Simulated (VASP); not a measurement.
Runs of VASP 6.6.1 on Re. The structure is that of space group P6_3/mmc (No. 194), or close to it. The cells are those of the table. 

```csv
task,level,potentials or basis,spin,cell,k mesh,cutoff (eV),smearing,grid for exact exchange (PRECFOCK),share of exact exchange,gap on the mesh (eV),pressure (GPa),moment (μB)
single point,LDA,"VASP PAW LDA potentials, release 64 (Re_sv_GW)",off,"a = 2.737, b = 2.737, c = 4.416 Å, angles 90.0, 90.0, 120.0°, 2 atoms",11 × 11 × 6,560,methfessel-paxton 0.1 eV,-,-,none,(b),-
single point,r2SCAN50,"VASP PAW PBE potentials, release 64 (Re)",off,"a = 2.704, b = 2.704, c = 4.367 Å, angles 90.0, 90.0, 120.0°, 2 atoms",6 × 6 × 3,520,fermi-dirac 0.05 eV,Normal,0.5,none,-1.6,-
single point,r2SCAN+rVV10,"VASP PAW PBE potentials, release 64 (Re_sv_GW)",off,"a = 2.751, b = 2.751, c = 4.454 Å, angles 90.0, 90.0, 120.0°, 2 atoms",11 × 11 × 6,610,fermi-dirac 0.05 eV,-,-,none,-0.3,-
single point,PBE0,"VASP PAW PBE potentials, release 64 (Re_sv_GW)",off,"a = 2.761, b = 2.761, c = 4.458 Å, angles 90.0, 90.0, 120.0°, 2 atoms",6 × 6 × 3,410,fermi-dirac 0.05 eV,Normal,0.25,none,-10.1,-
single point,PBEsol,"VASP PAW PBE potentials, release 64 (Re)","non-collinear, zero start, SOC","a = 2.779, b = 2.779, c = 4.488 Å, angles 90.0, 90.0, 120.0°, 2 atoms",11 × 11 × 6,520,fermi-dirac 0.05 eV,-,-,-,-10.6,0.00
single point,PBEsol,"VASP PAW PBE potentials, release 64 (Re)","non-collinear, zero start, SOC","a = 2.742, b = 2.742, c = 4.428 Å, angles 90.0, 90.0, 120.0°, 2 atoms",11 × 11 × 6,520,fermi-dirac 0.05 eV,-,-,-,4.5,0.00
single point,LDA,"VASP PAW LDA potentials, release 64 (Re_sv_GW)",off,"a = 2.704, b = 2.704, c = 4.367 Å, angles 90.0, 90.0, 120.0°, 2 atoms",11 × 11 × 6,560,fermi-dirac 0.05 eV,-,-,none,15.4,-
single point,r2SCAN50,"VASP PAW PBE potentials, release 64 (Re)",off,"a = 2.761, b = 2.761, c = 4.458 Å, angles 90.0, 90.0, 120.0°, 2 atoms",6 × 6 × 3,520,fermi-dirac 0.05 eV,Normal,0.5,none,-27.9,-
relaxation of cell and atoms,BLYP+D4,"VASP PAW PBE potentials, release 64 (Re_sv_GW)",off,"relaxed from a = 2.761, b = 2.761, c = 4.458 Å, angles 90.0, 90.0, 120.0°, 2 atoms",11 × 11 × 6,560,fermi-dirac 0.05 eV,-,-,none,0.0,-
single point,PBEsol,"VASP PAW PBE potentials, release 64 (Re)","non-collinear, zero start, SOC","a = 2.723, b = 2.723, c = 4.398 Å, angles 90.0, 90.0, 120.0°, 2 atoms",11 × 11 × 6,520,fermi-dirac 0.05 eV,-,-,-,13.4,0.00
single point,LDA,"VASP PAW LDA potentials, release 64 (Re_sv_GW)",off,"a = 2.761, b = 2.761, c = 4.458 Å, angles 90.0, 90.0, 120.0°, 2 atoms",6 × 6 × 4,560,fermi-dirac 0.05 eV,-,-,none,(a),-
```

**Question.** Fill in the values left out.

**Answer.** (a) -9.5; (b) -0.1.

Caveats: some runs use coarse meshes; spin-orbit coupling is left out, which moves the levels of the heavy elements (at least some runs); the PAW data sets were made with another functional, which shifts forces and pressure a little (at least some runs); the cell stands under pressure (at least some runs); the cell stands under tension (at least some runs); the dispersion term is far too large for a dense solid, which distorts pressure and volume (at least some runs).

A k mesh can miss the band edges, and rows without SOC leave out spin-orbit coupling on Re.

A gap of «none» marks levels without a gap at the run's occupations.

The runs don't all hold the same shells in valence.
